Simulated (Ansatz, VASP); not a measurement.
## One calculation of CdTe, two programs

```xyz
2
Lattice="0.0000 3.2049 3.2049 3.2049 0.0000 3.2049 3.2049 3.2049 0.0000" Properties=species:S:1:pos:R:3 pbc="T T T"
Cd    0.0000    0.0000    0.0000
Te    4.8074    4.8074    4.8074
```

Alike in both runs: functional LDA; k mesh 8 × 8 × 8; occupations gaussian, width 0.02 eV; no spin polarisation.

Ansatz relaxed the structure, and its values are those at the end. VASP's run is a single point on that final structure, the one shown.

|  | VASP | Ansatz |
| --- | --- | --- |
| version | VASP 6.6.1 | Ansatz 0.2.0 |
| potentials or method | VASP PAW LDA potentials, release 64 (Cd, Te), cutoff 500 eV | scalar-relativistic, plane waves, PAW |
| valence electrons in the cell | 18 | 36 |

VASP gave:

```
gap on the k mesh at the Fermi level (eV) : 0.65
least direct gap on the mesh (eV)         : 0.65
pressure (GPa)                            : 0.2
```

Which values does Ansatz return?

gap on the k mesh at the Fermi level (eV): 0.61; least direct gap on the mesh (eV): 0.61; pressure (GPa): 0.0.

Ansatz warns that its potentials were made for another functional, while VASP's fit it. LDA's correlation is that of Perdew and Zunger in VASP and of Perdew and Wang (1992) in Ansatz. VASP's potentials hold 18 valence electrons a cell and Ansatz's 36, so a difference there can come from the potentials and not from the codes.

Spin-orbit coupling is off throughout.
